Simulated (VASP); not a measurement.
A run of VASP 6.6.1 is set up as follows.

Contents of INCAR:

```
SYSTEM = GaSb
  PREC = Accurate
  ENCUT = 600
  EDIFF = 1E-6
  ISMEAR = -1
  SIGMA = 0.05
  LREAL = .FALSE.
  LASPH = .TRUE.
  NELM = 80
  ALGO = Normal
  ISIF = 3
  LWAVE = .FALSE.
  LCHARG = .FALSE.
  GGA = PS
  IBRION = 2
  NSW = 80
  EDIFFG = -0.005
```

KPOINTS

```
Automatic mesh
0
G
  8 8 8
  0 0 0
```

File POSCAR:

```
GaSb
1.0
    0.0000000000      3.0590000000      3.0590000000
    3.0590000000      0.0000000000      3.0590000000
    3.0590000000      3.0590000000      0.0000000000
Sb Ga
1 1
Direct
    0.7500000000      0.7500000000      0.7500000000
    0.0000000000      0.0000000000      0.0000000000
```

Potentials or basis: VASP PAW PBE potentials, release 64 (Sb, Ga_d).

Launch:

```sh
$ cat potpaw_PBE.64/Sb/POTCAR potpaw_PBE.64/Ga_d/POTCAR > POTCAR
$ mpirun -np 1 vasp_std > vasp.out
```

**Question.** Predict the relaxed volume.

**Answer.** 28.58 Å³/atom.

**Question.** Predict the band gap on the k mesh.

**Answer.** Zero (filled and empty bands touch).

Final structure:
```cif
data_structure
_symmetry_space_group_name_H-M 'P 1'
_symmetry_Int_Tables_number 1
_cell_length_a 4.3238
_cell_length_b 4.3238
_cell_length_c 4.3238
_cell_angle_alpha 60.000
_cell_angle_beta 60.000
_cell_angle_gamma 60.000
_cell_volume 57.16
loop_
_atom_site_label
_atom_site_type_symbol
_atom_site_fract_x
_atom_site_fract_y
_atom_site_fract_z
_atom_site_occupancy
Sb1 Sb 0.75000 0.75000 0.75000 1
Ga1 Ga 0.00000 0.00000 0.00000 1
```

Caveat: the PAW data sets were made with another functional, which shifts forces and pressure a little; spin-orbit coupling is left out, which moves the levels of the heavy elements.
